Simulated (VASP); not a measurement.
ErBe3Pd, 5 atoms in the cell. It takes space group Pm-3m (No. 221, cubic). The conventional cell has a = 3.900 Å, b = 3.900 Å, c = 3.900 Å, α = 90.00°, β = 90.00°, γ = 90.00°. Er (site symmetry m-3m) has 6 Be at 1.95 Å within 2.6 Å. Within 2.6 Å of Be (site symmetry 4/mmm) lie 2 Er at 1.95 Å. Within 3.6 Å of Pd (site symmetry m-3m) lie 12 Be at 2.76 Å and 8 Er at 3.38 Å. The cell was built from a structure type or drawn by symmetry, and may not be a known phase.

* Program: VASP 6.6.1
* Task: relaxation of cell and atoms
* Functional: PBE
* Potentials or basis: VASP PAW PBE potentials, release 64 (Er_3, Be, Pd), 4f in core
* Cutoff: 600 eV
* k mesh: 4 × 4 × 4
* Occupations: gaussian, width 0.1 eV
* Spin: no spin polarisation
* Dipole correction: no
* Mended: yes
* Further INCAR settings: ALGO = Normal; EDIFF = 1e-07; IBRION = 2; EDIFFG = -0.04; NSW = 90; ISIF = 3

Potentials or basis: VASP PAW PBE potentials, release 64 (Er_3, Be, Pd), 4f in core.

Launch:

```console
$ cat potpaw_PBE.64/Er_3/POTCAR potpaw_PBE.64/Be/POTCAR potpaw_PBE.64/Pd/POTCAR > POTCAR
$ mpirun -np 1 vasp_std > vasp.out
```

Hardware: 1 thread of AMD EPYC 9R45 96-Core Processor (Zen 5), with other jobs on the host.

Question: Estimate the wall time of this run.

Answer: Run time: 50 s on 1 thread of AMD EPYC 9R45 96-Core Processor (Zen 5), on a shared host, peak memory 0.16 GiB. Counts: scf iterations 78, k points 10, ion steps 5.
